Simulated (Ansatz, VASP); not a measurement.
One calculation of SnTe, two programs

```
CELL_PARAMETERS angstrom
0.00000 3.17172 3.17172
3.17172 0.00000 3.17172
3.17172 3.17172 0.00000
ATOMIC_POSITIONS crystal
Te 0.50000 0.50000 0.50000
Sn 0.00000 0.00000 0.00000
```

Alike in both runs: task single point; functional revPBE; dispersion D3(BJ); k mesh 7 × 7 × 7; occupations fermi-dirac, width 0.05 eV; no spin polarisation.

|  | VASP | Ansatz |
| --- | --- | --- |
| version | VASP 6.6.1 | Ansatz 0.2.0 |
| potentials or method | VASP PAW PBE potentials, release 64 (Te, Sn_d) | Ansatz PAW |
| plane-wave cutoff (eV) | 520 | 420 |
| valence electrons in the cell | 20 | 30 |

|  | VASP | Ansatz | Ansatz less VASP |
| --- | --- | --- | --- |
| pressure (GPa) | -1.6 | -1.6 | +0.03 |

VASP's potentials were made for PBE, not for revPBE. VASP's potentials hold 20 valence electrons a cell and Ansatz's 30, so a difference there can come from the potentials and not from the codes.

Neither program's run includes spin-orbit coupling.
